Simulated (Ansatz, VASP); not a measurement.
# Ge in VASP and in Ansatz

```
CELL_PARAMETERS angstrom
0.00000 2.82868 2.77210
2.82868 0.00000 2.77210
2.82868 2.82868 0.00000
ATOMIC_POSITIONS crystal
Ge 0.00000 0.00000 0.00000
Ge 0.25000 0.25000 0.25000
```

Change from the starting cell: z stretched by -2 %, ions relaxed.

Alike in both runs: functional PBE; k mesh 14 × 14 × 14; occupations fermi-dirac, width 0.05 eV; no spin polarisation.

Ansatz relaxed the structure, and its values are those at the end. VASP's run is a single point on that final structure, the one shown.

|  | VASP | Ansatz |
| --- | --- | --- |
| version | VASP 6.6.1 | Ansatz 0.2.0 |
| potentials or method | VASP PAW PBE potentials, release 64 (Ge_d) | plane-wave PAW, scalar-relativistic |
| plane-wave cutoff (eV) | 520 | 420 |
| valence electrons in the cell | 28 | 28 |

|  | VASP | Ansatz | Ansatz less VASP |
| --- | --- | --- | --- |
| pressure (GPa) | 5.2 | 5.3 | +0.11 |

The functional is the same, so the differences come from potentials, cutoffs and numerics. Ansatz's warnings: stress scf threshold loose.
